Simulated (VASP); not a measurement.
Wanted: the native input for a VASP 6.6.1 run.

| Item | Value |
| --- | --- |
| Task | single point |
| Functional | PBEsol |
| Potentials or basis | VASP PAW PBE potentials, release 64 (Ba_sv, Ti_sv, O) |
| Cutoff | 520 eV |
| k mesh | 6 × 6 × 6 |
| Occupations | fermi-dirac, width 0.02 eV |
| Spin | no spin polarisation |
| Dipole correction | no |
| Further INCAR settings | ALGO = Normal; EDIFF = 1e-06; NBANDS = 28 |

The structure of BaTiO3 lies in POSCAR:

```
BaTiO3
1.0
    3.9699005035      0.0000000000      0.0000000000
    0.0000000000      3.9699005035      0.0000000000
    0.0000000000      0.0000000000      3.9699005035
Ba Ti O
1 1 3
Direct
    0.5000000000      0.5000000000      0.5000000000
    0.0000000000      0.0000000000      0.0000000000
    0.5000000000      0.0000000000      0.0000000000
    0.0000000000      0.5000000000      0.0000000000
    0.0000000000      0.0000000000      0.5000000000
```

The input as run:

INCAR

```
SYSTEM = BaTiO3
  ALGO = Normal
  EDIFF = 1E-6
  ENCUT = 520
  GGA = PS
  ISIF = 2
  ISMEAR = -1
  LASPH = .TRUE.
  LCHARG = .TRUE.
  LELF = .TRUE.
  LREAL = .FALSE.
  LVHAR = .TRUE.
  LWAVE = .FALSE.
  NBANDS = 28
  NELM = 80
  PREC = Accurate
  SIGMA = 0.02
```

KPOINTS

```
k-points
0
G
  6 6 6
  0 0 0
```

Potentials or basis: VASP PAW PBE potentials, release 64 (Ba_sv, Ti_sv, O).

Launch:

```bash
$ cat potpaw_PBE.64/Ba_sv/POTCAR potpaw_PBE.64/Ti_sv/POTCAR potpaw_PBE.64/O/POTCAR > POTCAR
$ mpirun -np 1 vasp_std > vasp.out
```

It gave:

```
Pressure               : 2.0 GPa
Band gap on the k mesh : 1.74 eV, indirect (least direct gap 1.86 eV)
```

Caveat: the PAW data sets were made with another functional, which shifts forces and pressure a little; spin-orbit coupling is left out, which moves the levels of the heavy elements.

Run time: 66 s on 1 thread of Intel Xeon 6975P-C, with other jobs on the host, peak memory 0.19 GiB.
